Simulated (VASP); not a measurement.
# V in VASP: single point with PBE

Aim: the single point of V with PBE.

Program: VASP 6.6.1. These are calculated values, not measurements. Logs are shortened: lines on timing, memory, paths and dates and some standing lists are left out, and cuts for length are marked.

## Step 1: The cell of the first run

The cell holds a sheet with vacuum, 1 atom: a = 3.229 Å, b = 3.229 Å, c = 14.000 Å, α = 90.00°, β = 90.00°, γ = 90.00°.

## Step 2: Single point, PBE, collinear spin, ferromagnetic start

INCAR

```
SYSTEM = V
PREC = Accurate ; ENCUT = 520
EDIFF = 1E-6 ; ISMEAR = 0
SIGMA = 0.1 ; LREAL = .False.
LASPH = .True. ; NELM = 150
ALGO = Normal ; ISIF = 2
LWAVE = .False. ; LCHARG = .False.
ISPIN = 2 ; MAGMOM = 2
LORBIT = 11 ; LMAXMIX = 4
LDIPOL = .True. ; IDIPOL = 3
DIPOL = 0.5 0.5 0.500 ; GGA = PE
NBANDS = 16
```

KPOINTS

```
Automatic mesh
0
Gamma
  6 6 1
  0 0 0
```

POSCAR

```
V
1.0
    3.2290040000      0.0000000000      0.0000000000
    0.0000000000      3.2290040000      0.0000000000
    0.0000000000      0.0000000000     14.0000000000
V
1
Direct
    0.0000000000      0.0000000000      0.5000000000
```

Potentials or basis: VASP PAW PBE potentials, release 64 (V_sv).

Run with:

```bash
> cat potpaw_PBE.64/V_sv/POTCAR > POTCAR
> mpirun -np 1 vasp_std > vasp.out
```

OUTCAR:

```text
SYSTEM = V
   PREC = Accurate
   ENCUT = 520
   EDIFF = 1E-6
   ISMEAR = 0
   LREAL = .False.
   LASPH = .True.
   NELM = 150
   ISIF = 2
   ISPIN = 2
   LORBIT = 11
   GGA = PE

 ion  position               nearest neighbor table
   1  0.000  0.000  0.500-

  LATTYP: Found a simple tetragonal cell.
 ALAT       =     3.2290040000
 C/A-ratio  =     4.3357022785

  Lattice vectors:

 A1 = (   3.2290040000,   0.0000000000,   0.0000000000)
 A2 = (   0.0000000000,   3.2290040000,   0.0000000000)
 A3 = (   0.0000000000,   0.0000000000,  14.0000000000)

Analysis of symmetry for initial positions (statically):
=====================================================================
 Subroutine PRICEL returns:
 Original cell was already a primitive cell.

 Routine SETGRP: Setting up the symmetry group for a
 simple tetragonal supercell.

 Subroutine GETGRP returns: Found 16 space group operations
 (whereof 16 operations were pure point group operations)
 out of a pool of 16 trial point group operations.

The static configuration has the point symmetry D_4h.

Analysis of symmetry for dynamics (positions and initial velocities):
=====================================================================
 Subroutine PRICEL returns:
 Original cell was already a primitive cell.

 Routine SETGRP: Setting up the symmetry group for a
 simple tetragonal supercell.

 Subroutine GETGRP returns: Found 16 space group operations
 (whereof 16 operations were pure point group operations)
 out of a pool of 16 trial point group operations.

The dynamic configuration has the point symmetry D_4h.

Analysis of structural, dynamic, and magnetic symmetry:
=====================================================================
 Subroutine PRICEL returns:
 Original cell was already a primitive cell.

 Routine SETGRP: Setting up the symmetry group for a
 simple tetragonal supercell.

 Subroutine GETGRP returns: Found 16 space group operations
 (whereof 16 operations were pure point group operations)
 out of a pool of 16 trial point group operations.

The overall configuration has the point symmetry D_4h.

 Subroutine INISYM returns: Found 16 space group operations
 (whereof 16 operations are pure point group operations),
 and found     1 'primitive' translations

----------------------------------------------------------------------------------------

                                     Primitive cell

  volume of cell :     145.9705

  direct lattice vectors                    reciprocal lattice vectors
     3.229004000  0.000000000  0.000000000     0.309693020  0.000000000  0.000000000
     0.000000000  3.229004000  0.000000000     0.000000000  0.309693020  0.000000000
     0.000000000  0.000000000 14.000000000     0.000000000  0.000000000  0.071428571

  length of vectors
     3.229004000  3.229004000 14.000000000     0.309693020  0.309693020  0.071428571

  position of ions in fractional coordinates (direct lattice)
     0.000000000  0.000000000  0.500000000

  ion indices of the primitive-cell ions
   primitive index   ion index
                 1           1

----------------------------------------------------------------------------------------

 KPOINTS: Automatic mesh

Automatic generation of k-mesh.
 Grid dimensions read from file:
 generate k-points for:    6    6    1

 Generating k-lattice:

  Cartesian coordinates                     Fractional coordinates (reciprocal lattice)
     0.051615503  0.000000000  0.000000000     0.166666667  0.000000000  0.000000000
     0.000000000  0.051615503  0.000000000     0.000000000  0.166666667  0.000000000
     0.000000000  0.000000000  0.071428571     0.000000000  0.000000000  1.000000000

  Length of vectors
     0.051615503  0.051615503  0.071428571

  Shift w.r.t. Gamma in fractional coordinates (k-lattice)
     0.000000000  0.000000000  0.000000000

 Subroutine IBZKPT returns following result:
 ===========================================

 Found     10 irreducible k-points:

 Following reciprocal coordinates:
            Coordinates               Weight
  0.000000  0.000000  0.000000      1.000000
  0.166667  0.000000  0.000000      4.000000
  0.333333  0.000000  0.000000      4.000000
  0.500000  0.000000  0.000000      2.000000
  0.166667  0.166667  0.000000      4.000000
  0.333333  0.166667  0.000000      8.000000
  0.500000  0.166667  0.000000      4.000000
  0.333333  0.333333  0.000000      4.000000
  0.500000  0.333333  0.000000      4.000000
  0.500000  0.500000  0.000000      1.000000
   k-points           NKPTS =     10   k-points in BZ     NKDIM =     10   number of bands    NBANDS=     16
   number of dos      NEDOS =    301   number of ions     NIONS =      1
   total plane-waves  NPLWV =  62208
   dimension x,y,z NGX =    24 NGY =   24 NGZ =  108
   dimension x,y,z NGXF=    48 NGYF=   48 NGZF=  216
   ions per type =               1
   NGX,Y,Z   is equivalent  to a cutoff of  12.36, 12.36, 12.82 a.u.
   NGXF,Y,Z  is equivalent  to a cutoff of  24.71, 24.71, 25.65 a.u.
 SYSTEM =  V
   PREC   = accura    normal or accurate (medium, high low for compatibility)
   ISTART =      0    job   : 0-new  1-cont  2-samecut
   ICHARG =      2    charge: 1-file 2-atom 10-const
   ISPIN  =      2    spin polarized calculation?
   LNONCOLLINEAR =      F non collinear calculations
   LSORBIT =      F    spin-orbit coupling
   LASPH  =      T    aspherical Exc in radial PAW
   ENCUT  =  520.0 eV  38.22 Ry    6.18 a.u.   6.00  6.00 26.03*2*pi/ulx,y,z
   NELM   =    150;   NELMIN=  2; NELMDL= -5     # of ELM steps
   EDIFF  = 0.1E-05   stopping-criterion for ELM
   LREAL  =      F    real-space projection
   EDIFFG = 0.1E-04   stopping-criterion for IOM
   NSW    =      0    number of steps for IOM
   IBRION =     -1    ionic relax: 0-MD 1-quasi-New 2-CG
   NFREE  =      0    steps in history (QN), initial steepest desc. (CG)
   ISIF   =      2    stress and relaxation
   ISYM   =      2    0-nonsym 1-usesym 2-fastsym
   POTIM  = 0.5000    time-step for ionic-motion
   TEBEG  =    0.0;   TEEND  =   0.0 temperature during run
   PSTRESS=    0.0 pullay stress
   NELECT =      13.0000    total number of electrons
   NUPDOWN=      -1.0000    fix difference up-down
   EMIN   =  10.00;   EMAX   =-10.00  energy-range for DOS
   EFERMI =   0.00;   METHOD = LEGACY
   ISMEAR =     0;   SIGMA  =   0.10  broadening in eV -4-tet -1-fermi 0-gaus
   EFERMI_NEDOS =   21; number of points for ismear=-14 and -15
   IALGO  =     38    algorithm
   IMIX   =      4    mixing-type and parameters
     AMIX     =   0.40;   BMIX     =  1.00
     AMIX_MAG =   1.60;   BMIX_MAG =  1.00
  volume/ion in A,a.u.               =     145.97       985.06
  Fermi-wavevector in a.u.,A,eV,Ry     =   0.731084  1.381549  7.272103  0.534484
  Thomas-Fermi vector in A             =   1.823214
   LORBIT       =     11    0 simple, 1 ext, 2 COOP (PROOUT), +10 PAW based schemes
   GGA     = PE    functional components
   LHFCALC =     F    Hartree Fock is set to
   AEXX    =    0.0000 exact exchange contribution
   IVDW    =     0    specifies the selected vdW correction
   LEPSILON=     F    determine dielectric tensor
   LRPA    =     F    only Hartree local field effects (RPA)
 spin polarized calculation
 Gauss-broadening in eV      SIGMA  =   0.10
  energy-cutoff  :      520.00
  volume of cell :      145.97
 maximum number of plane-waves:      3984
   NGX = 13   NGY = 13   NGZ = 53

 dipolmoment           0.000000      0.000000     -0.000000 electrons x Angstroem

 number of electron      12.9999995 magnetization       3.8330766

 dipolmoment           0.000000      0.000000      0.000000 electrons x Angstroem

 Free energy of the ion-electron system (eV)
  ---------------------------------------------------
  ext. energy  EPLUGINS =         0.00000000
  ---------------------------------------------------
  free energy    TOTEN  =        -5.45538977 eV

  energy without entropy =       -5.43450965  energy(sigma->0) =       -5.44494971

 E-fermi :  -2.5231     XC(G=0):  -2.8021

 val. band max:       -2.5331413502   @ k =   0.3333   0.1667   0.0000
 cond. band min:      -2.5149648982   @ k =   0.1667   0.1667   0.0000
 fundamental gap:      0.0181764520
 Fermi energy:        -2.5231478084

 spin component 1

 k-point     1 :       0.0000    0.0000    0.0000
  band No.  band energies     occupation
      1     -67.5009      1.00000
      2     -41.4164      1.00000
      3     -41.4164      1.00000
      4     -41.2483      1.00000
      5      -6.2498      1.00000
      6      -4.1273      1.00000
[... 8 lines left out ...]
     15       5.7168      0.00000
     16       6.3020      0.00000
[... 153 lines left out ...]
 k-point    10 :       0.5000    0.5000    0.0000
  band No.  band energies     occupation
      1     -67.4900      1.00000
      2     -41.4789      1.00000
      3     -41.4789      1.00000
      4     -41.2359      1.00000
      5      -3.9871      1.00000
      6      -3.1143      1.00000
[... 8 lines left out ...]
     15       6.0056      0.00000
     16       6.6193      0.00000
 Fermi energy:        -2.5231478084

 spin component 2

 k-point     1 :       0.0000    0.0000    0.0000
  band No.  band energies     occupation
      1     -64.5543      1.00000
      2     -38.5965      1.00000
      3     -38.5965      1.00000
      4     -38.1128      1.00000
      5      -4.9573      1.00000
      6      -1.4226      0.00000
[... 8 lines left out ...]
     15       6.1426      0.00000
     16       6.9142      0.00000
[... 153 lines left out ...]
 k-point    10 :       0.5000    0.5000    0.0000
  band No.  band energies     occupation
      1     -64.5425      1.00000
      2     -38.6642      1.00000
      3     -38.6642      1.00000
      4     -38.0986      1.00000
      5      -2.2796      0.00029
      6      -0.5779      0.00000
[... 8 lines left out ...]
     15       6.4993      0.00000
     16       7.5778      0.00000

------------------------ aborting loop because EDIFF is reached ----------------------------------------

 vacuum level on the upper side and lower side of the slab       (xc-potential included)         0.005         0.005

  FORCE on cell =-STRESS in cart. coord.  units (eV):
  Direction    XX          YY          ZZ          XY          YZ          ZX
  --------------------------------------------------------------------------------------
  -------------------------------------------------------------------------------------
  Total       -2.3810724     -2.3810724     -0.0067618      0.0000000      0.0000000      0.0000000
  in kB      -26.1347279    -26.1347279     -0.0742180      0.0000000      0.0000000      0.0000000
  external PRESSURE =     -17.4478913 kB  Pullay stress =       0.0000000 kB

 VOLUME and BASIS-vectors are now :
 -----------------------------------------------------------------------------
  energy-cutoff  :      520.00
  volume of cell :      145.97
      direct lattice vectors                 reciprocal lattice vectors
     3.229004000  0.000000000  0.000000000     0.309693020  0.000000000  0.000000000
     0.000000000  3.229004000  0.000000000     0.000000000  0.309693020  0.000000000
     0.000000000  0.000000000 14.000000000     0.000000000  0.000000000  0.071428571

 POSITION                                       TOTAL-FORCE (eV/Angst)
 -----------------------------------------------------------------------------------
      0.00000      0.00000      7.00000         0.000000      0.000000      0.000000
 -----------------------------------------------------------------------------------
    total drift:                                0.000000     -0.000000      0.000000

  FREE ENERGIE OF THE ION-ELECTRON SYSTEM (eV)
  ---------------------------------------------------
  free  energy   TOTEN  =        -5.4553897682 eV

  energy  without entropy=       -5.4345096506  energy(sigma->0) =       -5.44494971

 vacuum level on the upper side and lower side of the slab         1.604         1.604

 total charge

# of ion       s       p       d       tot
------------------------------------------
    1        2.238   6.006   3.002  11.247

 magnetization (x)

# of ion       s       p       d       tot
------------------------------------------
    1        0.050   0.030   2.940   3.020
```

Wall time 45 s (1 thread of AMD EPYC 9R45 (Zen 5), shared host); peak memory 0.26 GiB.

What came out:

* Free energy: -5.4554 eV
* Net moment: 3.83 μB per cell
* Site moments: V +3.02 μB
* Valence electrons inside the program's atomic spheres: V 11.25
